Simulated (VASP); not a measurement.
# Co (Pm-3n) in VASP: single point with r2SCAN

Aim: the single point of Co with r2SCAN.

Program: VASP 6.6.1. These are calculated values, not measurements. Logs are shortened: lines on timing, memory, paths and dates and some standing lists are left out, and cuts for length are marked.

### 1 The cell of the first run

It takes space group Pm-3n (No. 223, cubic). The conventional cell has a = 4.438 Å, b = 4.438 Å, c = 4.438 Å, α = 90.00°, β = 90.00°, γ = 90.00°. Co (site symmetry m-3) has 12 Co at 2.48 Å within 3.3 Å. Co (site symmetry -4m2) has 14 Co at 2.22 to 2.72 Å within 2.9 Å.

### 2 Single point, r2SCAN, collinear spin, ferromagnetic start

The input, POSCAR:

```
Co
1.0
    4.4384231525      0.0000000000      0.0000000000
    0.0000000000      4.4384231525      0.0000000000
    0.0000000000      0.0000000000      4.4384231525
Co
8
Direct
    0.0000000000      0.0000000000      0.0000000000
    0.5000000000      0.5000000000      0.5000000000
    0.2500000000      1.0000000000      0.5000000000
    0.7500000000      0.0000000000      0.5000000000
    0.5000000000      0.2500000000      0.0000000000
    0.5000000000      0.7500000000      1.0000000000
    1.0000000000      0.5000000000      0.2500000000
    1.0000000000      0.5000000000      0.7500000000
```

The input, INCAR.step1:

```
SYSTEM = Co
PREC     = Accurate       ! precision mode
ENCUT    = 520            ! plane-wave cutoff, eV
ISMEAR   = -1             ! smearing method
SIGMA    = 0.05           ! smearing width, eV
LREAL    = .False.        ! projectors in reciprocal space
LASPH    = .True.         ! aspherical terms in the spheres
NELM     = 150            ! most SCF steps
ISPIN    = 2              ! spin polarisation
MAGMOM   = 1.7 1.7 1.7 1.7 1.7 1.7 1.7 1.7 ! initial moments
LMAXMIX  = 4              ! l up to which the mixer works
NBANDS   = 50             ! bands
GGA      = PE             ! functional
ALGO     = Normal         ! electronic algorithm
EDIFF    = 1E-4           ! SCF threshold, eV
LWAVE    = .True.         ! write WAVECAR
LCHARG   = .False.        ! write CHGCAR
```

The input, INCAR.step2:

```
SYSTEM = Co
PREC     = Accurate       ! precision mode
ENCUT    = 520            ! plane-wave cutoff, eV
EDIFF    = 1E-6           ! SCF threshold, eV
ISMEAR   = -1             ! smearing method
SIGMA    = 0.05           ! smearing width, eV
LREAL    = .False.        ! projectors in reciprocal space
LASPH    = .True.         ! aspherical terms in the spheres
NELM     = 150            ! most SCF steps
ALGO     = Normal         ! electronic algorithm
ISIF     = 2              ! what is computed and relaxed
LWAVE    = .False.        ! write WAVECAR
LCHARG   = .False.        ! write CHGCAR
ISPIN    = 2              ! spin polarisation
MAGMOM   = 1.7 1.7 1.7 1.7 1.7 1.7 1.7 1.7 ! initial moments
LORBIT   = 11             ! projections on sites
LMAXMIX  = 4              ! l up to which the mixer works
METAGGA  = R2SCAN         ! meta-GGA
LMIXTAU  = .True.       
NBANDS   = 50             ! bands
ISTART   = 1
```

The input, KPOINTS:

```
regular mesh
0
Gamma
  6 6 6
  0 0 0
```

Potentials or basis: VASP PAW PBE potentials, release 64 (Co).

Run with:

```sh
$ cat potpaw_PBE.64/Co/POTCAR > POTCAR
$ cp INCAR.step1 INCAR
$ mpirun -np 1 vasp_std > vasp.out
$ cp INCAR.step2 INCAR
$ mpirun -np 1 vasp_std > vasp.out
```

OUTCAR:

```text
SYSTEM = Co
   PREC = Accurate
   ENCUT = 520
   EDIFF = 1E-6
   ISMEAR = -1
   LREAL = .False.
   LASPH = .True.
   NELM = 150
   ISIF = 2
   ISPIN = 2
   LORBIT = 11
   METAGGA = R2SCAN
   ISTART = 1

 ion  position               nearest neighbor table
   1  0.000  0.000  0.000-   3 2.48   4 2.48   5 2.48   6 2.48   7 2.48   8 2.48   3 2.48   4 2.48
                             7 2.48   8 2.48   5 2.48   6 2.48
   2  0.500  0.500  0.500-   3 2.48   4 2.48   5 2.48   6 2.48   7 2.48   8 2.48   5 2.48   6 2.48
                             3 2.48   4 2.48   7 2.48   8 2.48
   3  0.250  0.000  0.500-   4 2.22   4 2.22   1 2.48   1 2.48   2 2.48   2 2.48   8 2.72   5 2.72
                             5 2.72   6 2.72   6 2.72   7 2.72   8 2.72   7 2.72
   4  0.750  0.000  0.500-   3 2.22   3 2.22   1 2.48   1 2.48   2 2.48   2 2.48   8 2.72   5 2.72
                             5 2.72   6 2.72   6 2.72   7 2.72   8 2.72   7 2.72
   5  0.500  0.250  0.000-   6 2.22   6 2.22   1 2.48   2 2.48   2 2.48   1 2.48   8 2.72   4 2.72
                             3 2.72   4 2.72   3 2.72   7 2.72   7 2.72   8 2.72
   6  0.500  0.750  0.000-   5 2.22   5 2.22   1 2.48   2 2.48   2 2.48   1 2.48   8 2.72   4 2.72
                             3 2.72   4 2.72   3 2.72   7 2.72   7 2.72   8 2.72
   7  0.000  0.500  0.250-   8 2.22   8 2.22   1 2.48   2 2.48   1 2.48   2 2.48   3 2.72   4 2.72
                             5 2.72   3 2.72   4 2.72   6 2.72   5 2.72   6 2.72
   8  0.000  0.500  0.750-   7 2.22   7 2.22   1 2.48   2 2.48   1 2.48   2 2.48   3 2.72   4 2.72
                             5 2.72   3 2.72   4 2.72   6 2.72   5 2.72   6 2.72

  LATTYP: Found a simple cubic cell.
 ALAT       =     4.4384231525

  Lattice vectors:

 A1 = (   4.4384231525,   0.0000000000,   0.0000000000)
 A2 = (   0.0000000000,   4.4384231525,   0.0000000000)
 A3 = (   0.0000000000,   0.0000000000,   4.4384231525)

Analysis of symmetry for initial positions (statically):
=====================================================================
 Subroutine PRICEL returns:
 Original cell was already a primitive cell.

 Routine SETGRP: Setting up the symmetry group for a
 simple cubic supercell.

 Subroutine GETGRP returns: Found 48 space group operations
 (whereof 24 operations were pure point group operations)
 out of a pool of 48 trial point group operations.

The static configuration has the point symmetry T_h .
 The point group associated with its full space group is O_h .

Analysis of symmetry for dynamics (positions and initial velocities):
=====================================================================
 Subroutine PRICEL returns:
 Original cell was already a primitive cell.

 Routine SETGRP: Setting up the symmetry group for a
 simple cubic supercell.

 Subroutine GETGRP returns: Found 48 space group operations
 (whereof 24 operations were pure point group operations)
 out of a pool of 48 trial point group operations.

The dynamic configuration has the point symmetry T_h .
 The point group associated with its full space group is O_h .

Analysis of structural, dynamic, and magnetic symmetry:
=====================================================================
 Subroutine PRICEL returns:
 Original cell was already a primitive cell.

 Routine SETGRP: Setting up the symmetry group for a
 simple cubic supercell.

 Subroutine GETGRP returns: Found 48 space group operations
 (whereof 24 operations were pure point group operations)
 out of a pool of 48 trial point group operations.

The overall configuration has the point symmetry T_h .
 The point group associated with its full space group is O_h .

 Subroutine INISYM returns: Found 48 space group operations
 (whereof 24 operations are pure point group operations),
 and found     1 'primitive' translations

----------------------------------------------------------------------------------------

                                     Primitive cell

  volume of cell :      87.4352

  direct lattice vectors                    reciprocal lattice vectors
     4.438423153  0.000000000  0.000000000     0.225305241  0.000000000  0.000000000
     0.000000000  4.438423153  0.000000000     0.000000000  0.225305241  0.000000000
     0.000000000  0.000000000  4.438423153     0.000000000  0.000000000  0.225305241

  length of vectors
     4.438423153  4.438423153  4.438423153     0.225305241  0.225305241  0.225305241

  position of ions in fractional coordinates (direct lattice)
     0.000000000  0.000000000  0.000000000
     0.500000000  0.500000000  0.500000000
     0.250000000  0.000000000  0.500000000
     0.750000000  0.000000000  0.500000000
     0.500000000  0.250000000  0.000000000
     0.500000000  0.750000000  0.000000000
     0.000000000  0.500000000  0.250000000
     0.000000000  0.500000000  0.750000000

  ion indices of the primitive-cell ions
[... 60 lines left out ...]
   total plane-waves  NPLWV =  46656
   dimension x,y,z NGX =    36 NGY =   36 NGZ =   36
   dimension x,y,z NGXF=    72 NGYF=   72 NGZF=   72
   ions per type =               8
   NGX,Y,Z   is equivalent  to a cutoff of  13.48, 13.48, 13.48 a.u.
   NGXF,Y,Z  is equivalent  to a cutoff of  26.97, 26.97, 26.97 a.u.
 SYSTEM =  Co
   PREC   = accura    normal or accurate (medium, high low for compatibility)
   ISTART =      1    job   : 0-new  1-cont  2-samecut
   ICHARG =      0    charge: 1-file 2-atom 10-const
   ISPIN  =      2    spin polarized calculation?
   LNONCOLLINEAR =      F non collinear calculations
   LSORBIT =      F    spin-orbit coupling
   LASPH  =      T    aspherical Exc in radial PAW
   ENCUT  =  520.0 eV  38.22 Ry    6.18 a.u.   8.25  8.25  8.25*2*pi/ulx,y,z
   NELM   =    150;   NELMIN=  2; NELMDL=  0     # of ELM steps
   EDIFF  = 0.1E-05   stopping-criterion for ELM
   LREAL  =      F    real-space projection
   EDIFFG = 0.1E-04   stopping-criterion for IOM
   NSW    =      0    number of steps for IOM
   IBRION =     -1    ionic relax: 0-MD 1-quasi-New 2-CG
   NFREE  =      0    steps in history (QN), initial steepest desc. (CG)
   ISIF   =      2    stress and relaxation
   ISYM   =      2    0-nonsym 1-usesym 2-fastsym
   POTIM  = 0.5000    time-step for ionic-motion
   TEBEG  =    0.0;   TEEND  =   0.0 temperature during run
   PSTRESS=    0.0 pullay stress
   NELECT =      72.0000    total number of electrons
   NUPDOWN=      -1.0000    fix difference up-down
   EMIN   =  10.00;   EMAX   =-10.00  energy-range for DOS
   EFERMI =   0.00;   METHOD = LEGACY
   ISMEAR =    -1;   SIGMA  =   0.05  broadening in eV -4-tet -1-fermi 0-gaus
   EFERMI_NEDOS =   21; number of points for ismear=-14 and -15
   IALGO  =     38    algorithm
   IMIX   =      4    mixing-type and parameters
     AMIX     =   0.40;   BMIX     =  1.00
     AMIX_MAG =   1.60;   BMIX_MAG =  1.00
  volume/ion in A,a.u.               =      10.93        73.76
  Fermi-wavevector in a.u.,A,eV,Ry     =   1.534465  2.899718 32.036040  2.354583
  Thomas-Fermi vector in A             =   2.641389
   LORBIT       =     11    0 simple, 1 ext, 2 COOP (PROOUT), +10 PAW based schemes
   METAGGA = R2SCAN    functional components
   LHFCALC =     F    Hartree Fock is set to
   AEXX    =    0.0000 exact exchange contribution
   IVDW    =     0    specifies the selected vdW correction
   LEPSILON=     F    determine dielectric tensor
   LRPA    =     F    only Hartree local field effects (RPA)
 spin polarized calculation
  energy-cutoff  :      520.00
  volume of cell :       87.44
 maximum number of plane-waves:      2373
 NGX is ok and might be reduce to    36
   NGX = 17   NGY = 17   NGZ = 17

 number of electron      71.9999976 magnetization      14.8301395

 Free energy of the ion-electron system (eV)
  ---------------------------------------------------
  ext. energy  EPLUGINS =         0.00000000
  ---------------------------------------------------
  free energy    TOTEN  =      -105.23002332 eV

  energy without entropy =     -105.16207670  energy(sigma->0) =     -105.19605001

 E-fermi :  10.6025     XC(G=0): -14.6167

 val. band max:       10.6024326814   @ k =   0.5000   0.3333   0.3333
 cond. band min:      10.6036135634   @ k =   0.5000   0.1667   0.1667
 fundamental gap:      0.0011808820
 Fermi energy:        10.6025268537

 spin component 1

 k-point     1 :       0.0000    0.0000    0.0000
  band No.  band energies     occupation
      1       0.8962      1.00000
      2       4.4617      1.00000
      3       4.4617      1.00000
      4       5.1277      1.00000
      5       5.1277      1.00000
      6       5.1277      1.00000
[... 1009 lines left out ...]
     47      10.0548      0.99998
     48      10.0548      0.99998
 Fermi energy:        10.6025268537

 spin component 2

 k-point     1 :       0.0000    0.0000    0.0000
  band No.  band energies     occupation
      1       0.3823      1.00000
      2       5.5320      1.00000
      3       5.5320      1.00000
      4       5.9521      1.00000
      5       7.1775      1.00000
      6       7.1775      1.00000
[... 1009 lines left out ...]
     47      12.3235      0.00000
     48      12.3235      0.00000
 [bands above 48 left out]

------------------------ aborting loop because EDIFF is reached ----------------------------------------

  FORCE on cell =-STRESS in cart. coord.  units (eV):
  Direction    XX          YY          ZZ          XY          YZ          ZX
  --------------------------------------------------------------------------------------
  -------------------------------------------------------------------------------------
  Total       -0.0515435     -0.0515435     -0.0515435      0.0000000     -0.0000000     -0.0000000
  in kB       -0.9444923     -0.9444923     -0.9444923      0.0000000     -0.0000000     -0.0000000
  external PRESSURE =      -0.9444923 kB  Pullay stress =       0.0000000 kB

 VOLUME and BASIS-vectors are now :
 -----------------------------------------------------------------------------
  energy-cutoff  :      520.00
  volume of cell :       87.44
      direct lattice vectors                 reciprocal lattice vectors
     4.438423153  0.000000000  0.000000000     0.225305241  0.000000000  0.000000000
     0.000000000  4.438423153  0.000000000     0.000000000  0.225305241  0.000000000
     0.000000000  0.000000000  4.438423153     0.000000000  0.000000000  0.225305241

 POSITION                                       TOTAL-FORCE (eV/Angst)
 -----------------------------------------------------------------------------------
      0.00000      0.00000      0.00000         0.000000     -0.000000     -0.000000
      2.21921      2.21921      2.21921         0.000000     -0.000000     -0.000000
      1.10961      0.00000      2.21921         0.000000      0.000000      0.000000
      3.32882      0.00000      2.21921        -0.000000      0.000000     -0.000000
      2.21921      1.10961      0.00000        -0.000000     -0.000000      0.000000
      2.21921      3.32882      0.00000         0.000000      0.000000      0.000000
      0.00000      2.21921      1.10961         0.000000     -0.000000      0.000000
      0.00000      2.21921      3.32882        -0.000000     -0.000000     -0.000000
 -----------------------------------------------------------------------------------
    total drift:                                0.000000      0.000000     -0.000000

  FREE ENERGIE OF THE ION-ELECTRON SYSTEM (eV)
  ---------------------------------------------------
  free  energy   TOTEN  =      -105.2300233187 eV

  energy  without entropy=     -105.1620766956  energy(sigma->0) =     -105.19605001

 total charge

# of ion       s       p       d       tot
------------------------------------------
    1        0.520   0.577   7.218   8.314
    2        0.520   0.577   7.218   8.314
    3        0.511   0.561   7.222   8.295
    4        0.511   0.561   7.222   8.295
    5        0.511   0.561   7.222   8.295
    6        0.511   0.561   7.222   8.295
    7        0.511   0.561   7.222   8.295
    8        0.511   0.561   7.222   8.295
--------------------------------------------------
tot          4.108   4.521  57.769  66.398

 magnetization (x)

# of ion       s       p       d       tot
------------------------------------------
    1       -0.007  -0.076   1.962   1.879
    2       -0.007  -0.076   1.962   1.879
    3        0.000  -0.068   1.991   1.923
    4        0.000  -0.068   1.991   1.923
    5        0.000  -0.068   1.991   1.923
    6        0.000  -0.068   1.991   1.923
    7        0.000  -0.068   1.991   1.923
    8        0.000  -0.068   1.991   1.923
--------------------------------------------------
tot         -0.014  -0.561  15.871  15.296
```

Wall time 8.4 min (1 thread of Intel Xeon Platinum 8488C (Sapphire Rapids), shared host); peak memory 0.31 GiB.

Results:

```yaml
Free_energy: -105.2300 eV
Pressure: -0.1 GPa
Net_moment: 14.83 μB per cell
Site_moments: Co +1.88, +1.92 (each value once) μB
Valence_electrons_inside_the_program's_atomic_spheres: Co 8.31, 8.29 (each value once)
```

Caveat: the PAW data sets were made with another functional, which shifts forces and pressure a little.
